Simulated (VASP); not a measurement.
# CdSe (wurtzite type) (P6_3mc) in VASP: relaxation of cell and atoms with PBE

Aim: the relaxation of cell and atoms of CdSe (wurtzite type) with PBE.

All numbers are computed with VASP 6.6.1; they aren't measurements. Logs are shortened: lines on timing, memory, paths and dates and some standing lists are left out, and cuts for length are marked.

## Step 1: The cell of the first run

The structure is hexagonal, space group P6_3mc (No. 186). Conventional cell: a = 4.039 Å, b = 4.039 Å, c = 6.583 Å, α = 90.00°, β = 90.00°, γ = 120.00°. Cd (site symmetry 3m) has 4 Se at 2.47 to 2.48 Å within 3.3 Å. Se (site symmetry 3m) has 4 Cd at 2.47 to 2.48 Å within 3.3 Å.

## Step 2: Relaxation of cell and atoms, PBE, target pressure 13 GPa, at which the enthalpy is minimised

INCAR

```
SYSTEM = CdSe
PREC     = Accurate       ! precision mode
ENCUT    = 600            ! plane-wave cutoff, eV
EDIFF    = 1E-6           ! SCF threshold, eV
ISMEAR   = -1             ! smearing method
SIGMA    = 0.08           ! smearing width, eV
LREAL    = .False.        ! projectors in reciprocal space
LASPH    = .True.         ! aspherical terms in the spheres
NELM     = 80             ! most SCF steps
ALGO     = Normal         ! electronic algorithm
ISIF     = 3              ! what is computed and relaxed
LWAVE    = .False.        ! write WAVECAR
LCHARG   = .False.        ! write CHGCAR
GGA      = PE             ! functional
IBRION   = 2              ! ionic algorithm
NSW      = 60             ! ionic steps
EDIFFG   = -0.005         ! ionic threshold
PSTRESS  = 130.0
```

KPOINTS

```
Automatic mesh
0
Gamma
  9 9 5
  0 0 0
```

POSCAR

```
CdSe
1.0
    4.0386465966      0.0000000000      0.0000000000
   -2.0193232983      3.4975705495      0.0000000000
    0.0000000000      0.0000000000      6.5829939524
Cd Se
2 2
Direct
    0.3333333333      0.6666666667      0.0000000000
    0.6666666667      0.3333333333      0.5000000000
    0.3333333333      0.6666666667      0.3760000000
    0.6666666667      0.3333333333      0.8760000000
```

Potentials or basis: VASP PAW PBE potentials, release 64 (Cd, Se).

Run with:

```console
cat potpaw_PBE.64/Cd/POTCAR potpaw_PBE.64/Se/POTCAR > POTCAR
mpirun -np 1 vasp_std > vasp.out
```

OUTCAR:

```text
SYSTEM = CdSe
   PREC = Accurate
   ENCUT = 600
   EDIFF = 1E-6
   ISMEAR = -1
   LREAL = .False.
   LASPH = .True.
   NELM = 80
   ISIF = 3
   GGA = PE
   IBRION = 2
   NSW = 60
   EDIFFG = -0.005
   PSTRESS = 130.0

 ion  position               nearest neighbor table
   1  0.333  0.667  0.000-   4 2.47   4 2.47   4 2.47   3 2.48
   2  0.667  0.333  0.500-   3 2.47   3 2.47   3 2.47   4 2.48
   3  0.333  0.667  0.376-   2 2.47   2 2.47   2 2.47   1 2.48
   4  0.667  0.333  0.876-   1 2.47   1 2.47   1 2.47   2 2.48

  LATTYP: Found a hexagonal cell.
 ALAT       =     4.0386465966
 C/A-ratio  =     1.6300000000

  Lattice vectors:

 A1 = (   4.0386465966,   0.0000000000,   0.0000000000)
 A2 = (  -2.0193232983,   3.4975705495,   0.0000000000)
 A3 = (   0.0000000000,   0.0000000000,   6.5829939524)

Analysis of symmetry for initial positions (statically):
=====================================================================
 Subroutine PRICEL returns:
 Original cell was already a primitive cell.

 Routine SETGRP: Setting up the symmetry group for a
 hexagonal supercell.

 Subroutine GETGRP returns: Found 12 space group operations
 (whereof  6 operations were pure point group operations)
 out of a pool of 24 trial point group operations.

The static configuration has the point symmetry C_3v.
 The point group associated with its full space group is C_6v.

Analysis of symmetry for dynamics (positions and initial velocities):
=====================================================================
 Subroutine PRICEL returns:
 Original cell was already a primitive cell.

 Routine SETGRP: Setting up the symmetry group for a
 hexagonal supercell.

 Subroutine GETGRP returns: Found 12 space group operations
 (whereof  6 operations were pure point group operations)
 out of a pool of 24 trial point group operations.

The dynamic configuration has the point symmetry C_3v.
 The point group associated with its full space group is C_6v.

 Subroutine INISYM returns: Found 12 space group operations
 (whereof  6 operations are pure point group operations),
 and found     1 'primitive' translations

----------------------------------------------------------------------------------------

                                     Primitive cell

  volume of cell :      92.9878

[... 106 lines left out ...]
   EFERMI =   0.00;   METHOD = LEGACY
   ISMEAR =    -1;   SIGMA  =   0.08  broadening in eV -4-tet -1-fermi 0-gaus
   EFERMI_NEDOS =   21; number of points for ismear=-14 and -15
   IALGO  =     38    algorithm
   IMIX   =      4    mixing-type and parameters
     AMIX     =   0.40;   BMIX     =  1.00
     AMIX_MAG =   1.60;   BMIX_MAG =  1.00
  volume/ion in A,a.u.               =      23.25       156.88
  Fermi-wavevector in a.u.,A,eV,Ry     =   1.193165  2.254754 19.369826  1.423642
  Thomas-Fermi vector in A             =   2.329186
   LORBIT       =      0    0 simple, 1 ext, 2 COOP (PROOUT), +10 PAW based schemes
   GGA     = PE    functional components
   LHFCALC =     F    Hartree Fock is set to
   AEXX    =    0.0000 exact exchange contribution
   IVDW    =     0    specifies the selected vdW correction
   LEPSILON=     F    determine dielectric tensor
   LRPA    =     F    only Hartree local field effects (RPA)
 conjugate gradient relaxation of ions
 non-spin polarized calculation
  energy-cutoff  :      600.00
  volume of cell :       92.99
 maximum number of plane-waves:      3120
   NGX = 17   NGY = 17   NGZ = 27

--------------------------------------- Ionic step        1  -------------------------------------------

 number of electron      35.9999997 magnetization

 Free energy of the ion-electron system (eV)
  ---------------------------------------------------
  ext. energy  EPLUGINS =         0.00000000
  ---------------------------------------------------
  free energy    TOTEN  =        -9.66182455 eV

  energy without entropy =       -9.66180652  energy(sigma->0) =       -9.66181554

------------------------ aborting loop because EDIFF is reached ----------------------------------------

  FORCE on cell =-STRESS in cart. coord.  units (eV):
  Direction    XX          YY          ZZ          XY          YZ          ZX
  --------------------------------------------------------------------------------------
  -------------------------------------------------------------------------------------
  Total       11.7155050     11.7155050     11.8209922      0.0000000      0.0000000      0.0000000
  in kB      201.8579258    201.8579258    203.6754670      0.0000000      0.0000000      0.0000000
  external PRESSURE =      72.4637729 kB  Pullay stress =     130.0000000 kB
[... 103 lines left out ...]
  energy  without entropy=      -10.3027722870  energy(sigma->0) =      -10.30279333

  enthalpy is  TOTEN    =        -2.2486730111 eV   P V=        8.0541413558

[... ionic steps 4 to 17 ...]

--------------------------------------- Ionic step       18  -------------------------------------------

 number of electron      35.9999998 magnetization

------------------------ aborting loop because EDIFF is reached ----------------------------------------
[... 75 lines left out ...]
--------------------------------------- Ionic step       20  -------------------------------------------

 number of electron      35.9999998 magnetization

 Free energy of the ion-electron system (eV)
  ---------------------------------------------------
  ext. energy  EPLUGINS =         0.00000000
  ---------------------------------------------------
  free energy    TOTEN  =       -10.29132149 eV

  energy without entropy =      -10.29127371  energy(sigma->0) =      -10.29129760

 E-fermi :   2.5990     XC(G=0):  -9.4738

 val. band max:        2.0701777995   @ k =   0.0000   0.0000   0.0000
 cond. band min:       2.9826603554   @ k =   0.0000   0.0000   0.0000
 fundamental gap:      0.9124825559
 Fermi energy:         2.5989576905

 k-point     1 :       0.0000    0.0000    0.0000
  band No.  band energies     occupation
      1     -11.3602      2.00000
      2     -10.8642      2.00000
      3      -6.4208      2.00000
      4      -6.3901      2.00000
      5      -6.3901      2.00000
      6      -6.2923      2.00000
[... 589 lines left out ...]
     21       6.8319      0.00000
     22       8.9105      0.00000

 [... further k-points ...]

------------------------ aborting loop because EDIFF is reached ----------------------------------------

  FORCE on cell =-STRESS in cart. coord.  units (eV):
  Direction    XX          YY          ZZ          XY          YZ          ZX
  --------------------------------------------------------------------------------------
  -------------------------------------------------------------------------------------
  Total        8.0367591      8.0367591      8.0429104      0.0000000      0.0000000      0.0000000
  in kB      129.9190330    129.9190330    130.0184729      0.0000000      0.0000000      0.0000000
  external PRESSURE =      -0.0478204 kB  Pullay stress =     130.0000000 kB
[... 23 lines left out ...]
  energy  without entropy=      -10.2912737061  energy(sigma->0) =      -10.29129760

  enthalpy is  TOTEN    =        -2.2495537736 eV   P V=        8.0417677208

 reached required accuracy - stopping structural energy minimisation
```

OSZICAR:

```text
N       E                     dE             d eps       ncg     rms          rms(c)
DAV:   1     0.280016919293E+03    0.28002E+03   -0.19464E+04  1584   0.170E+03
DAV:   2     0.409938403668E+01   -0.27592E+03   -0.26987E+03  1722   0.386E+02
DAV:   3    -0.102891239481E+02   -0.14389E+02   -0.14339E+02  1928   0.887E+01
[... 144 lines left out ...]
DAV:   1    -0.102913436601E+02   -0.16159E-02   -0.87302E-04  1602   0.258E-01    0.315E-02
DAV:   2    -0.102913266766E+02    0.16984E-04   -0.48257E-05  1812   0.902E-02    0.132E-02
DAV:   3    -0.102913232520E+02    0.34246E-05   -0.59765E-06  1662   0.201E-02    0.101E-02
DAV:   4    -0.102913216121E+02    0.16399E-05   -0.13213E-06   834   0.101E-02    0.167E-03
DAV:   5    -0.102913214944E+02    0.11764E-06   -0.42291E-07   810   0.745E-03
  20 F= -.22495538E+01 E0= -.22495299E+01  d E =-.131226E-05
```

It took 6.1 min on 1 thread of Intel Xeon 6975P-C (Granite Rapids), shared host; peak memory 0.28 GiB.

Results:

| Item | Value |
| --- | --- |
| Free energy | -10.2913 eV |
| Relaxed volume | 24.78 Å³/atom |
| Relaxed cell | a = 4.107 Å, b = 4.107 Å, c = 6.785 Å, α = 90.00°, β = 90.00°, γ = 120.00° |
| Space group after relaxing (to 0.1 Å) | P6_3mc (No. 186) |
| Energy change on relaxing (the run minimises the enthalpy) | -157.4 meV/atom |
| Ionic steps | 20 |
| Pressure after relaxing | 13.0 GPa |
| Band gap on the k mesh | 0.91 eV |

The path:
```
step  energy change (eV)  largest force (eV/Å)  pressure (GPa)  volume (Å³)
   1              0.0000                0.0289           20.25        92.99
   2             -1.1319                0.0033            5.90       107.87
   3             -0.6410                0.0154           12.88        99.26
   4             -0.6306                0.0156           13.02        99.13
   5             -0.6306                0.0193           13.01        99.13
   6             -0.6306                0.0298           13.01        99.13
   7             -0.6300                0.0507           13.01        99.12
   8             -0.6301                0.0501           13.01        99.12
   9             -0.6302                0.0454           13.00        99.12
  10             -0.6304                0.0362           13.00        99.12
  11             -0.6307                0.0170           12.98        99.13
  12             -0.6308                0.0218           12.96        99.13
  13             -0.6308                0.0080           12.98        99.13
  14             -0.6308                0.0089           12.98        99.13
  15             -0.6308                0.0128           12.98        99.13
  16             -0.6308                0.0109           12.98        99.13
  17             -0.6308                0.0099           12.98        99.13
  18             -0.6301                0.0074           12.98        99.12
  19             -0.6279                0.0002           13.03        99.09
  20             -0.6295                0.0014           13.00        99.11
```

Final structure:
```yaml
crystal:
  lattice:
    - [4.10698, 0.00000, 0.00000]
    - [-2.05349, 3.55675, 0.00000]
    - [0.00000, 0.00000, 6.78491]
  atoms:
    - { symbol: Cd, position: [0.33333, 0.66667, 0.00205] }
    - { symbol: Cd, position: [0.66667, 0.33333, 0.50205] }
    - { symbol: Se, position: [0.33333, 0.66667, 0.37395] }
    - { symbol: Se, position: [0.66667, 0.33333, 0.87395] }
```

Caveat: the cell is relaxed towards a set pressure, so the run minimises the enthalpy, not the energy.
